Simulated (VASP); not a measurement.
Sn: relaxation of cell and atoms with r2SCAN

Crystal: Sn.

```
CELL_PARAMETERS angstrom
4.79732 0.00000 0.00000
-2.39866 4.15460 0.00000
0.00000 0.00000 5.44272
ATOMIC_POSITIONS crystal
Sn 0.22540 0.00000 0.33333
Sn 0.00000 0.22540 0.66667
Sn 0.77460 0.77460 0.00000
```

- Program: VASP 6.6.1
- Task: relaxation of cell and atoms
- Functional: r2SCAN
- Potentials or basis: VASP PAW PBE potentials, release 64 (Sn_d)
- Cutoff: 600 eV
- k mesh: 6 × 6 × 4
- Occupations: gaussian, width 0.1 eV
- Spin: no spin polarisation
- Dipole correction: no
- Further INCAR settings: ALGO = Normal; EDIFF = 1e-06; IBRION = 2; EDIFFG = -0.04; NSW = 90; ISIF = 3

```
Relaxed volume                         : 28.50 Å³/atom
Relaxed cell                           : a = 4.330 Å, b = 4.330 Å, c = 5.264 Å, α = 90.00°, β = 90.00°, γ = 120.00°
Space group after relaxing (to 0.05 Å) : Pm-3m (No. 221)
Energy gained by relaxing              : 636.9 meV/atom
Ionic steps                            : 25
Pressure after relaxing                : 0.1 GPa
Largest force after relaxing           : 0.033 eV/Å
Band gap on the k mesh                 : zero (band 21 reaches 8.38 eV, above the bottom of band 22 at 5.73 eV)
```

Forces on the atoms (eV/Å):
```
Sn  -0.033  0.000  0.000
Sn   0.016 -0.028  0.000
Sn   0.016  0.028  0.000
```

The path:
```tsv
step	energy change (eV)	largest force (eV/Å)	pressure (GPa)	volume (Å³)
1	0.0000	3.1151	3.77	108.48
2	-0.6404	0.4938	-4.57	122.38
3	-0.6578	0.7775	-3.74	120.04
4	-1.1126	0.7668	-3.65	108.83
5	-1.7381	0.3674	5.22	79.31
6	-1.7692	0.6191	0.34	87.26
7	-1.7909	0.5460	1.99	83.95
8	-1.8705	0.0470	0.25	85.18
9	-1.8731	0.0198	0.08	85.37
10	-1.8757	0.0053	-0.18	85.74
11	-1.8750	0.0330	-0.42	86.49
12	-1.8762	0.0139	-0.31	86.04
13	-1.8877	0.0535	0.38	85.03
14	-1.8916	0.0805	0.88	84.28
15	-1.8984	0.0896	0.30	85.20
16	-1.8997	0.0997	0.05	85.60
17	-1.9009	0.1092	-0.41	86.40
18	-1.9009	0.1084	-0.31	86.22
19	-1.9009	0.1094	-0.33	86.30
20	-1.9036	0.1046	-0.19	86.03
21	-1.9040	0.1036	-0.16	85.90
22	-1.9040	0.1033	-0.07	85.84
23	-1.9060	0.0910	0.02	85.63
24	-1.9094	0.0479	0.37	84.98
25	-1.9108	0.0327	0.05	85.49
```

Final structure:
```xyz
3
Lattice="4.3305 0.0000 0.0000 -2.1652 3.7503 0.0000 0.0000 0.0000 5.2639" Properties=species:S:1:pos:R:3 pbc="T T T"
Sn    1.4548    0.0000    1.7546
Sn   -0.7274    1.2599    3.5093
Sn    1.4379    2.4905    0.0000
```

Levels at points of the mesh, in eV from the Fermi level:
```csv
k point,band 17,band 18,band 19,band 20,band 21,band 22,band 23,band 24,band 25
"(0.00, 0.00, 0.00)",-5.62,-5.62,0.49,0.55,0.55,0.62,2.42,2.42,5.84
"(0.50, 0.00, 0.00)",-8.38,-4.39,-2.25,-2.18,-1.37,-1.34,3.33,3.90,3.92
"(0.00, 0.00, 0.50)",-9.76,-0.20,0.21,0.21,0.32,2.59,2.64,2.64,2.69
"(0.50, 0.00, 0.50)",-7.05,-7.01,-4.72,-0.61,-0.60,0.34,0.35,5.74,5.78
```

It took 39 min on 1 thread of Intel(R) Xeon(R) 6975P-C (Granite Rapids), with other jobs on the host, peak memory 0.39 GiB.

Caveat: the volume moved by over 15 % at a fixed basis, so the end points are rough; the PAW data sets were made with another functional, which shifts forces and pressure a little; spin-orbit coupling is left out, which moves the levels of the heavy elements.
